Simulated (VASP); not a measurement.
Wanted: the native input for a VASP 6.6.1 run.

```yaml
Task: relaxation of cell and atoms
Functional: PBE
Potentials_or_basis: VASP PAW PBE potentials, release 64 (Sr_sv, Br)
Cutoff: 600 eV
k_mesh: 4 × 4 × 4
Occupations: gaussian, width 0.1 eV
Spin: no spin polarisation
Dipole_correction: no
Further_INCAR_settings: ALGO = Normal; EDIFF = 1e-06; IBRION = 2; EDIFFG = -0.04; NSW = 90; ISIF = 3
```

The structure of Sr2Br3 lies in POSCAR:

```
Sr2Br3
1.0
    5.5284790600      0.0000000000      0.0000000000
    0.0000000000      5.5284790600      0.0000000000
    0.0000000000      0.0000000000      5.5284790600
Sr Br
2 3
Direct
    0.0000000000      0.0000000000      0.0000000000
    0.5000000000      0.5000000000      0.5000000000
    0.0000000000      0.5000000000      0.5000000000
    0.5000000000      0.0000000000      0.5000000000
    0.5000000000      0.5000000000      0.0000000000
```

The input as run:

INCAR

```
SYSTEM = Sr2Br3
PREC = Accurate
ENCUT = 600
EDIFF = 1E-6
ISMEAR = 0
SIGMA = 0.1
LREAL = .FALSE.
LASPH = .TRUE.
NELM = 100
ALGO = Normal
ISIF = 3
LWAVE = .FALSE.
LCHARG = .FALSE.
GGA = PE
IBRION = 2
NSW = 90
EDIFFG = -0.04
```

KPOINTS

```
regular mesh
0
G
  4 4 4
  0 0 0
```

Potentials or basis: VASP PAW PBE potentials, release 64 (Sr_sv, Br).

The run is started by

```bash
$ cat potpaw_PBE.64/Sr_sv/POTCAR potpaw_PBE.64/Br/POTCAR > POTCAR
$ mpirun -np 1 vasp_std > vasp.out
```

It gave:

```
Relaxed volume                         : 42.62 Å³/atom
Relaxed cell                           : a = 5.973 Å, b = 5.973 Å, c = 5.973 Å, α = 90.00°, β = 90.00°, γ = 90.00°
Space group after relaxing (to 0.05 Å) : Pm-3m (No. 221)
Energy gained by relaxing              : 159.8 meV/atom
Ionic steps                            : 3
Pressure after relaxing                : 0.0 GPa
```

Caveat: the volume moved by over 15 % at a fixed basis, so the end points are rough; an odd number of electrons without spin polarisation forces a metal; a magnetic or distorted state may lie lower.

It took 66 s on 1 thread of Intel(R) Xeon(R) 6975P-C (Granite Rapids) (shared host), peak memory 0.35 GiB.
